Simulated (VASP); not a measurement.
The system is Y2GeS4.

```
CELL_PARAMETERS angstrom
6.93500 -1.88500 0.00000
6.93500 1.88500 0.00000
-2.94304 0.00000 5.85158
ATOMIC_POSITIONS crystal
Y 0.26000 0.26000 0.28000
Y 0.74000 0.74000 0.72000
Ge 0.00000 0.00000 0.00000
S 0.88000 0.88000 0.54000
S 0.36500 0.36500 0.02500
S 0.12000 0.12000 0.46000
S 0.63500 0.63500 0.97500
```

| Property | Result |
| --- | --- |
| Program | VASP 6.6.1 |
| Task | relaxation of cell and atoms |
| Functional | PBE |
| Potentials or basis | VASP PAW PBE potentials, release 64 (Y_sv, Ge_d, S) |
| Cutoff | 600 eV |
| k mesh | 3 × 3 × 2 |
| Occupations | gaussian, width 0.15 eV |
| Spin | no spin polarisation |

At the start: pressure 8.9 GPa; volume 21.86 Å³/atom.

Question: Where does the relaxation end?

Answer: Over 13 steps the energy falls by 109.0 meV/atom and the volume is 24.71 Å³/atom (+13.0 %); space group C2/m (No. 12, to 0.1 Å) before and after.

The path:
| step | energy change (eV) | largest force (eV/Å) | pressure (GPa) | volume (Å³) |
| --- | --- | --- | --- | --- |
| 1 | 0.0000 | 0.8532 | 8.92 | 152.99 |
| 2 | -0.3107 | 1.1429 | -4.43 | 181.53 |
| 3 | -0.4891 | 0.7329 | -0.29 | 169.83 |
| 4 | -0.5662 | 0.5794 | -0.25 | 170.47 |
| 5 | -0.6805 | 0.3782 | -0.21 | 172.35 |
| 6 | -0.6833 | 0.3955 | -0.23 | 172.67 |
| 7 | -0.7281 | 0.2616 | 0.46 | 171.75 |
| 8 | -0.7317 | 0.3128 | 0.73 | 171.39 |
| 9 | -0.7445 | 0.2018 | -0.85 | 175.42 |
| 10 | -0.7482 | 0.1737 | -0.35 | 174.12 |
| 11 | -0.7566 | 0.0925 | 0.03 | 173.10 |
| 12 | -0.7568 | 0.0994 | 0.11 | 172.91 |
| 13 | -0.7632 | 0.0636 | 0.07 | 172.95 |

Final structure:
```cif
data_structure
_symmetry_space_group_name_H-M 'P 1'
_symmetry_Int_Tables_number 1
_cell_length_a 7.4166
_cell_length_b 7.4166
_cell_length_c 6.8916
_cell_angle_alpha 116.293
_cell_angle_beta 116.293
_cell_angle_gamma 30.910
_cell_volume 172.95
loop_
_atom_site_label
_atom_site_type_symbol
_atom_site_fract_x
_atom_site_fract_y
_atom_site_fract_z
_atom_site_occupancy
Y1 Y 0.27468 0.27468 0.28201 1
Y2 Y 0.72532 0.72532 0.71799 1
Ge1 Ge 0.00000 0.00000 0.00000 1
S1 S 0.87281 0.87281 0.56307 1
S2 S 0.36332 0.36332 0.00582 1
S3 S 0.12719 0.12719 0.43693 1
S4 S 0.63668 0.63668 0.99418 1
```

Caveat: the k points lie up to 0.55 Å⁻¹ apart in the final cell; the relaxation stopped at a loose force limit of 0.08 eV/Å, so its end isn't a converged minimum.
